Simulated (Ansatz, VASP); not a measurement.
## BAs in VASP and in Ansatz

File INCAR:

```
PREC = Accurate ; ENCUT = 420
EDIFF = 1E-6 ; ISMEAR = 0
SIGMA = 0.03 ; LREAL = F
LASPH = T ; NELM = 120
ALGO = Normal ; ISIF = 2
LWAVE = F ; LCHARG = F
LDIPOL = T ; IDIPOL = 3
DIPOL = 0.5 0.5 0.500 ; GGA = PE
NBANDS = 11 ; GGA_COMPAT = F
NELMDL = -8
```

File KPOINTS:

```
Automatic mesh
0
Gamma
  12 12 1
```

File POSCAR:

```
BAs
1.0
    3.3621238247      0.0000000000      0.0000000000
   -1.6810619123      2.9116846428      0.0000000000
    0.0000000000      0.0000000000     16.0000000000
B As
1 1
Direct
    0.3333333333      0.6666666667      0.5000000000
    0.6666666667      0.3333333333      0.5000000000
```

Input for Ansatz:

```yaml
crystal:
  lattice:
    - [3.3621238247, 0.0, 0.0]
    - [-1.6810619123, 2.9116846428, 0.0]
    - [0.0, 0.0, 16.0]
  atoms:
    - { symbol: B, position: [0.3333333333, 0.6666666667, 0.5] }
    - { symbol: As, position: [0.6666666667, 0.3333333333, 0.5] }
basis:
  ecutwfc: 420
kpoints:
  mp_grid: { grid: [12, 12, 1] }
hamiltonian:
  xc: pbe
  pseudopotentials: { kind: paw, azcp: { folder: soft_1 } }
scf:
  occupations: { method: gaussian, width: 0.03 }
  n_extra_bands: 6
  max_iter: 160
output:
  forces: true
  eigenvalues: true
  write_density: true
  write_potential: true
  elf: true
  volumetric_format: npy
efield:
  axis: 3
  dipole_correction: true
```

Alike in both runs: task single point; functional PBE; k mesh 12 × 12 × 1; occupations gaussian, width 0.03 eV; no spin polarisation.

|  | VASP | Ansatz |
| --- | --- | --- |
| version | VASP 6.6.1 | Ansatz 0.2.0 |
| potentials or method | VASP PAW PBE potentials, release 64 (B, As), cutoff 420 eV | scalar-relativistic, plane waves, PAW |
| valence electrons in the cell | 8 | 18 |

```tsv
	VASP	Ansatz	Ansatz less VASP
gap on the k mesh at the Fermi level (eV)	0.73	0.74	+0.010
least direct gap on the mesh (eV)	0.73	0.74	+0.010
```

With one functional, cell and mesh, what is left measures potentials, basis and numerics. VASP's potentials hold 8 valence electrons a cell and Ansatz's 18, so a difference there can come from the potentials and not from the codes. Ansatz's warnings: xc potential rough in thin density.
